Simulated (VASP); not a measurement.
# MoS (Pm-3m) in VASP: further runs

Aim: see how the results for MoS move with the level of theory and the settings. Levels: PBE, r2SCAN, PBE+U. Tasks: single point.

All numbers are computed with VASP 6.6.1; they aren't measurements. Logs are shortened: lines on timing, memory, paths and dates and some standing lists are left out, and cuts for length are marked.

### 1 The cell of the first run

Symmetry: Pm-3m, No. 221, cubic system. The conventional cell has a = 3.006 Å, b = 3.006 Å, c = 3.006 Å, α = 90.00°, β = 90.00°, γ = 90.00°. Within 3.4 Å of Mo (site symmetry m-3m) lie 8 S at 2.60 Å and 6 Mo at 3.01 Å. Within 3.4 Å of S (site symmetry m-3m) lie 8 Mo at 2.60 Å and 6 S at 3.01 Å.

### 2 Single point, PBE

The input, INCAR:

```
SYSTEM = MoS
ALGO = Normal
EDIFF = 1E-6
ENCUT = 520
GGA = PE
ISIF = 2
ISMEAR = 0
LASPH = .True.
LCHARG = .True.
LELF = .True.
LREAL = .False.
LVHAR = .True.
LWAVE = .False.
NBANDS = 17
NELM = 100
PREC = Accurate
SIGMA = 0.1
```

The input, KPOINTS:

```
k-points
0
Gamma
  14 14 14
  0 0 0
```

The input, POSCAR:

```
MoS
1.0
    3.0055916534      0.0000000000      0.0000000000
    0.0000000000      3.0055916534      0.0000000000
    0.0000000000      0.0000000000      3.0055916534
Mo S
1 1
Direct
    0.0000000000      0.0000000000      0.0000000000
    0.5000000000      0.5000000000      0.5000000000
```

Potentials or basis: VASP PAW PBE potentials, release 64 (Mo_sv, S).

On the command line:

```
> cat potpaw_PBE.64/Mo_sv/POTCAR potpaw_PBE.64/S/POTCAR > POTCAR
> mpirun -np 1 vasp_std > vasp.out
```

OUTCAR:

```text
SYSTEM = MoS
   EDIFF = 1E-6
   ENCUT = 520
   GGA = PE
   ISIF = 2
   ISMEAR = 0
   LASPH = .True.
   LREAL = .False.
   NELM = 100
   PREC = Accurate

 ion  position               nearest neighbor table
   1  0.000  0.000  0.000-   2 2.60   2 2.60   2 2.60   2 2.60   2 2.60   2 2.60   2 2.60   2 2.60

   2  0.500  0.500  0.500-   1 2.60   1 2.60   1 2.60   1 2.60   1 2.60   1 2.60   1 2.60   1 2.60

  LATTYP: Found a simple cubic cell.
 ALAT       =     3.0055916534

  Lattice vectors:

 A1 = (   3.0055916534,   0.0000000000,   0.0000000000)
 A2 = (   0.0000000000,   3.0055916534,   0.0000000000)
 A3 = (   0.0000000000,   0.0000000000,   3.0055916534)

Analysis of symmetry for initial positions (statically):
=====================================================================
 Subroutine PRICEL returns:
 Original cell was already a primitive cell.

 Routine SETGRP: Setting up the symmetry group for a
 simple cubic supercell.

 Subroutine GETGRP returns: Found 48 space group operations
 (whereof 48 operations were pure point group operations)
 out of a pool of 48 trial point group operations.

The static configuration has the point symmetry O_h .

Analysis of symmetry for dynamics (positions and initial velocities):
=====================================================================
 Subroutine PRICEL returns:
 Original cell was already a primitive cell.

 Routine SETGRP: Setting up the symmetry group for a
 simple cubic supercell.

 Subroutine GETGRP returns: Found 48 space group operations
 (whereof 48 operations were pure point group operations)
 out of a pool of 48 trial point group operations.

The dynamic configuration has the point symmetry O_h .

 Subroutine INISYM returns: Found 48 space group operations
 (whereof 48 operations are pure point group operations),
 and found     1 'primitive' translations

----------------------------------------------------------------------------------------

                                     Primitive cell

  volume of cell :      27.1513

  direct lattice vectors                    reciprocal lattice vectors
     3.005591653  0.000000000  0.000000000     0.332713194  0.000000000  0.000000000
     0.000000000  3.005591653  0.000000000     0.000000000  0.332713194  0.000000000
     0.000000000  0.000000000  3.005591653     0.000000000  0.000000000  0.332713194

  length of vectors
     3.005591653  3.005591653  3.005591653     0.332713194  0.332713194  0.332713194

[... 75 lines left out ...]
   LNONCOLLINEAR =      F non collinear calculations
   LSORBIT =      F    spin-orbit coupling
   LASPH  =      T    aspherical Exc in radial PAW
   ENCUT  =  520.0 eV  38.22 Ry    6.18 a.u.   5.59  5.59  5.59*2*pi/ulx,y,z
   NELM   =    100;   NELMIN=  2; NELMDL= -5     # of ELM steps
   EDIFF  = 0.1E-05   stopping-criterion for ELM
   LREAL  =      F    real-space projection
   EDIFFG = 0.1E-04   stopping-criterion for IOM
   NSW    =      0    number of steps for IOM
   IBRION =     -1    ionic relax: 0-MD 1-quasi-New 2-CG
   NFREE  =      0    steps in history (QN), initial steepest desc. (CG)
   ISIF   =      2    stress and relaxation
   ISYM   =      2    0-nonsym 1-usesym 2-fastsym
   POTIM  = 0.5000    time-step for ionic-motion
   TEBEG  =    0.0;   TEEND  =   0.0 temperature during run
   PSTRESS=    0.0 pullay stress
   NELECT =      20.0000    total number of electrons
   NUPDOWN=      -1.0000    fix difference up-down
   EMIN   =  10.00;   EMAX   =-10.00  energy-range for DOS
   EFERMI =   0.00;   METHOD = LEGACY
   ISMEAR =     0;   SIGMA  =   0.10  broadening in eV -4-tet -1-fermi 0-gaus
   EFERMI_NEDOS =   21; number of points for ismear=-14 and -15
   IALGO  =     38    algorithm
   IMIX   =      4    mixing-type and parameters
     AMIX     =   0.40;   BMIX     =  1.00
     AMIX_MAG =   1.60;   BMIX_MAG =  1.00
  volume/ion in A,a.u.               =      13.58        91.61
  Fermi-wavevector in a.u.,A,eV,Ry     =   1.478501  2.793961 29.741848  2.185964
  Thomas-Fermi vector in A             =   2.592774
   LORBIT       =      0    0 simple, 1 ext, 2 COOP (PROOUT), +10 PAW based schemes
   GGA     = PE    functional components
   LHFCALC =     F    Hartree Fock is set to
   AEXX    =    0.0000 exact exchange contribution
   IVDW    =     0    specifies the selected vdW correction
   LEPSILON=     F    determine dielectric tensor
   LRPA    =     F    only Hartree local field effects (RPA)
 non-spin polarized calculation
 Gauss-broadening in eV      SIGMA  =   0.10
  energy-cutoff  :      520.00
  volume of cell :       27.15
 maximum number of plane-waves:       742
 NGX is ok and might be reduce to    24
   NGX = 11   NGY = 11   NGZ = 11

 number of electron      20.0000005 magnetization

 Free energy of the ion-electron system (eV)
  ---------------------------------------------------
  ext. energy  EPLUGINS =         0.00000000
  ---------------------------------------------------
  free energy    TOTEN  =       -15.34587311 eV

  energy without entropy =      -15.33837534  energy(sigma->0) =      -15.34212422

 E-fermi :  13.0218     XC(G=0): -13.0647

 val. band max:       13.0189844349   @ k =   0.5000   0.2857   0.2857
 cond. band min:      13.0391593008   @ k =   0.5000   0.4286   0.2143
 fundamental gap:      0.0201748659
 Fermi energy:        13.0217731990

 k-point     1 :       0.0000    0.0000    0.0000
  band No.  band energies     occupation
      1     -48.2226      2.00000
      2     -22.1499      2.00000
      3     -22.1499      2.00000
      4     -22.1499      2.00000
      5      -3.7957      2.00000
      6       8.8780      2.00000
[... 457 lines left out ...]
      4     -22.0981      2.00000
      5      -2.0244      2.00000
      6       5.2644      2.00000
[... 9 lines left out ...]
     16      22.9366      0.00000
     17      23.9782      0.00000

 [... further k-points ...]
[... 5 lines left out ...]
  --------------------------------------------------------------------------------------
  -------------------------------------------------------------------------------------
  Total        0.0291091      0.0291091      0.0291091      0.0000000      0.0000000     -0.0000000
  in kB        1.7177091      1.7177091      1.7177091      0.0000000      0.0000000     -0.0000000
  external PRESSURE =       1.7177091 kB  Pullay stress =       0.0000000 kB

 VOLUME and BASIS-vectors are now :
 -----------------------------------------------------------------------------
  energy-cutoff  :      520.00
  volume of cell :       27.15
      direct lattice vectors                 reciprocal lattice vectors
     3.005591653  0.000000000  0.000000000     0.332713194  0.000000000  0.000000000
     0.000000000  3.005591653  0.000000000     0.000000000  0.332713194  0.000000000
     0.000000000  0.000000000  3.005591653     0.000000000  0.000000000  0.332713194

 POSITION                                       TOTAL-FORCE (eV/Angst)
 -----------------------------------------------------------------------------------
      0.00000      0.00000      0.00000         0.000000      0.000000      0.000000
      1.50280      1.50280      1.50280         0.000000      0.000000      0.000000
 -----------------------------------------------------------------------------------
    total drift:                                0.000000      0.000000      0.000000

  FREE ENERGIE OF THE ION-ELECTRON SYSTEM (eV)
  ---------------------------------------------------
  free  energy   TOTEN  =       -15.3458731116 eV

  energy  without entropy=      -15.3383753378  energy(sigma->0) =      -15.34212422
```

stdout:

```text
POSCAR found type information on POSCAR MoS
 POSCAR found :  2 types and       2 ions
 scaLAPACK will be used
 LDA part: xc-table for (Slater+PW92), standard interpolation
 POSCAR, INCAR and KPOINTS ok, starting setup
 FFT: planning ... GRIDC
 FFT: planning ... GRID_SOFT
 FFT: planning ... GRID
 WAVECAR not read
 entering main loop
```

Wall time 29 s (1 thread of Intel Xeon Platinum 8488C (Sapphire Rapids), shared host); peak memory 0.17 GiB.

What came out:

- Free energy: -15.3459 eV
- Pressure: 0.2 GPa
- Band gap on the k mesh: zero (band 10 reaches 15.90 eV, above the bottom of band 11 at 11.86 eV)

### 3 Single point, r2SCAN

POSCAR is that of step 2.

The input, INCAR.step1:

```
  PREC = Accurate
  ENCUT = 520
  ISMEAR = 0
  SIGMA = 0.1
  LREAL = False
  LASPH = True
  NELM = 60
  NBANDS = 17
  GGA = PE
  ALGO = Normal
  EDIFF = 1E-4
  LWAVE = True
  LCHARG = False
```

The input, INCAR.step2:

```
  PREC = Accurate
  ENCUT = 520
  EDIFF = 1E-6
  ISMEAR = 0
  SIGMA = 0.1
  LREAL = False
  LASPH = True
  NELM = 60
  ALGO = Normal
  ISIF = 2
  LWAVE = False
  LCHARG = False
  METAGGA = R2SCAN
  LMIXTAU = True
  NBANDS = 17
  ISTART = 1
```

The input, KPOINTS:

```
Automatic mesh
0
Gamma
  14 14 14
```

Potentials or basis: VASP PAW PBE potentials, release 64 (Mo_sv, S).

On the command line:

```
> cat potpaw_PBE.64/Mo_sv/POTCAR potpaw_PBE.64/S/POTCAR > POTCAR
> cp INCAR.step1 INCAR
> mpirun -np 1 vasp_std > vasp.out
> cp INCAR.step2 INCAR
> mpirun -np 1 vasp_std > vasp.out
```

Wall time 74 s (1 thread of Intel Xeon Platinum 8488C (Sapphire Rapids), shared host); peak memory 0.18 GiB.

Results (log left out):

```yaml
Free_energy: -34.3898 eV
Pressure: -1.0 GPa
Band_gap_on_the_k_mesh: zero (band 10 reaches 15.96 eV, above the bottom of band 11 at 11.87 eV)
```

Levels at points of the mesh, in eV from the Fermi level:
```
           k point  band 6  band 7  band 8  band 9  band 10  band 11  band 12  band 13  band 14  band 15
(0.00, 0.00, 0.00)   -4.39   -4.39   -2.66   -2.66    -2.66     0.82     0.82     0.82     4.83     9.77
(0.50, 0.00, 0.00)   -9.74   -4.56   -4.56   -3.20     1.36     2.21     4.32     4.32     5.11     6.86
(0.50, 0.50, 0.00)   -6.94   -6.94   -3.73   -1.37    -1.20    -1.20     0.57     2.75     5.99    11.46
(0.50, 0.50, 0.50)   -8.74   -8.74   -8.74    2.89     2.89     3.36     3.36     3.36     5.07     5.07
```

Caveat: the PAW data sets were made with another functional, which shifts forces and pressure a little.

### 4 Single point, PBE+U

The input, INCAR:

```
  PREC = Accurate
  ENCUT = 520
  EDIFF = 1E-7
  ISMEAR = 0
  SIGMA = 0.05
  LREAL = False
  LASPH = True
  NELM = 150
  ALGO = Normal
  ISIF = 2
  LWAVE = False
  LCHARG = False
  LMAXMIX = 4
  LDAU = True
  LDAUTYPE = 2
  LDAUL = 2 -1
  LDAUU = 4 0
  LDAUJ = 0 0
  LDAUPRINT = 1
  GGA = PE
  NBANDS = 17
```

The input, KPOINTS:

```
regular mesh
0
Gamma
  14 14 14
```

POSCAR is that of step 3.

On the command line:

```
> cat potpaw_PBE.64/Mo_sv/POTCAR potpaw_PBE.64/S/POTCAR > POTCAR
> mpirun -np 1 vasp_std > vasp.out
```

Wall time 28 s (1 thread of Intel Xeon Platinum 8488C (Sapphire Rapids), shared host); peak memory 0.18 GiB.

The run converged. Its results:

```yaml
Free_energy: -10.5667 eV
Pressure: 4.6 GPa
Band_gap_on_the_k_mesh: zero (band 10 reaches 15.80 eV, above the bottom of band 11 at 12.24 eV)
```

Levels at points of the mesh, in eV from the Fermi level:
```
           k point  band 8  band 9  band 10  band 11  band 12  band 13
(0.00, 0.00, 0.00)   -2.57   -2.57    -2.57     0.95     0.95     0.95
(0.50, 0.00, 0.00)   -4.27   -3.27     1.47     1.91     4.20     4.20
(0.50, 0.50, 0.00)   -3.80   -1.30    -1.04    -1.04     0.54     2.40
(0.50, 0.50, 0.50)   -8.34    2.53     2.53     2.99     2.99     2.99
```

Eigenvalues of the final occupation matrices:
```csv
site,spin,trace,eigenvalues
site 1 d,1,2.00,0.35 0.35 0.35 0.48 0.48
site 1 d,2,2.00,0.35 0.35 0.35 0.48 0.48
```

Caveat: U without spin polarisation on a metal has little footing.

### 5 Overview

```csv
level,U,smearing,gap on the mesh (eV),pressure (GPa)
PBE,-,gaussian 0.1 eV,none,0.2
r2SCAN,-,gaussian 0.1 eV,none,-1.0
PBE+U,Mo d U = 4.0 eV,gaussian 0.05 eV,none,4.6
```

Alike in all rows: task single point; potentials or basis VASP PAW PBE potentials, release 64 (Mo_sv, S); no spin polarisation; cell as given; k mesh 14 × 14 × 14; cutoff (eV) 520.

Every run on the cell as given and a fine mesh finds a metal. The pressure there spans -1.0 GPa (r2SCAN) to 4.6 GPa (PBE+U); a positive pressure means that this level wants a larger cell, a negative one a smaller.

Caveats: the PAW data sets were made with another functional, which shifts forces and pressure a little (some runs); U without spin polarisation on a metal has little footing (some runs).

Absolute energies hang on the potentials; compare differences alone.
